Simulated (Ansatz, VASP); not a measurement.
Two plane-wave programs on ZrTaS3

```xyz
5
Lattice="4.7431 0.0000 0.0000 0.0000 4.7431 0.0000 0.0000 0.0000 4.6407" Properties=species:S:1:pos:R:3 pbc="T T T"
Zr    0.0000    0.0000    2.3204
Ta    2.3715    2.3715    0.0000
S     2.3715    2.3715    2.3204
S     0.0000    2.3715    0.0000
S     2.3715    0.0000    0.0000
```

Alike in both runs: functional PBE; k mesh 6 × 6 × 2; occupations gaussian, width 0.1 eV; no spin polarisation.

Ansatz relaxed the structure, and its values are those at the end. VASP's run is a single point on that final structure, the one shown.

|  | VASP | Ansatz |
| --- | --- | --- |
| version | VASP 6.6.1 | Ansatz 0.2.0 |
| potentials or method | VASP PAW PBE potentials, release 64 (Zr_sv, Ta_pv, S), cutoff 520 eV | scalar-relativistic, plane waves, PAW |
| valence electrons in the cell | 41 | 43 |

```csv
,VASP,Ansatz,Ansatz less VASP
gap on the k mesh at the Fermi level (eV),none,none,-
pressure (GPa),0.2,0.2,-0.05
```

A gap of «none» marks a metal or a gap that the smearing closes. VASP's potentials hold 41 valence electrons a cell and Ansatz's 43, so a difference there can come from the potentials and not from the codes. Ansatz's warnings: forces off the residual converged image, occupations differ from scf after band solve.

The k mesh is coarse, so the values compare programs but aren't converged. Spin-orbit coupling is off throughout.
